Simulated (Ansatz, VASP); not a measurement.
## MgO: VASP beside Ansatz

```xyz
2
Lattice="0.0000 2.1059 2.1400 2.1059 0.0000 2.1400 2.1059 2.1059 0.0000" Properties=species:S:1:pos:R:3 pbc="T T T"
Mg    0.0000    0.0000    0.0000
O     2.1059    2.1059    2.1400
```

Change from the starting cell: strained cell.

Alike in both runs: functional PBE; k mesh 8 × 8 × 8; occupations gaussian, width 0.02 eV; no spin polarisation.

Ansatz relaxed the structure, and its values are those at the end. VASP's run is a single point on that final structure, the one shown.

```csv
,VASP,Ansatz
version,VASP 6.6.1,Ansatz 0.2.0
potentials or method,"VASP PAW PBE potentials, release 64 (Mg, O), cutoff 600 eV","scalar-relativistic, plane waves, PAW"
valence electrons in the cell,8,16
```

```tsv
	VASP	Ansatz	Ansatz less VASP
gap on the k mesh at the Fermi level (eV)	4.55	4.57	+0.019
least direct gap on the mesh (eV)	4.55	4.57	+0.019
pressure (GPa)	1.2	2.3	+1.06
```

With one functional, cell and mesh, what is left measures potentials, basis and numerics. VASP's potentials hold 8 valence electrons a cell and Ansatz's 16, so a difference there can come from the potentials and not from the codes. Ansatz's warnings: stress scf threshold loose.
